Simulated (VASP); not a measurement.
KBr (rock salt type): single point with PBE

KBr (rock salt type):

```
CELL_PARAMETERS angstrom
0.00000 3.35000 3.35000
3.35000 0.00000 3.35000
3.35000 3.35000 0.00000
ATOMIC_POSITIONS crystal
K 0.99701 0.00299 0.00299
Br 0.50000 0.50000 0.50000
```

| Property | Result |
| --- | --- |
| Program | VASP 6.6.1 |
| Task | single point |
| Functional | PBE |
| Potentials or basis | VASP PAW PBE potentials, release 64 (K_sv, Br) |
| Cutoff | 520 eV |
| k mesh | 8 × 8 × 8 |
| Occupations | fermi-dirac, width 0.1 eV |
| Spin | no spin polarisation |
| Dipole correction | no |
| Further INCAR settings | ALGO = Normal; EDIFF = 1e-06; NBANDS = 15 |

```json
{"Pressure": "0.1 GPa", "Largest force": "0.020 eV/Å", "Band gap on the k mesh": "4.32 eV"}
```

Forces in eV/Å, atoms in the order of the input:
```
K   -0.020  0.000  0.000
Br   0.020  0.000  0.000
```

Levels at points of the mesh, in eV from the valence-band top:
| k point | band 6 | band 7 | band 8 | band 9 | band 10 | band 11 |
| --- | --- | --- | --- | --- | --- | --- |
| (0.00, 0.00, 0.00) | 0.00 | 0.00 | 0.00 | 4.32 | 7.59 | 7.59 |
| (0.50, 0.00, 0.00) | -1.09 | -0.30 | -0.30 | 6.49 | 8.06 | 9.64 |
| (0.50, 0.50, 0.00) | -0.77 | -0.27 | -0.27 | 5.91 | 7.03 | 9.26 |
| (0.00, 0.50, 0.50) | -0.77 | -0.27 | -0.27 | 5.91 | 7.03 | 9.25 |

Wall time 21 s on 1 thread of Intel(R) Xeon(R) 6975P-C (Granite Rapids), on a shared host, peak memory 0.25 GiB.

A k mesh can miss the band edges.
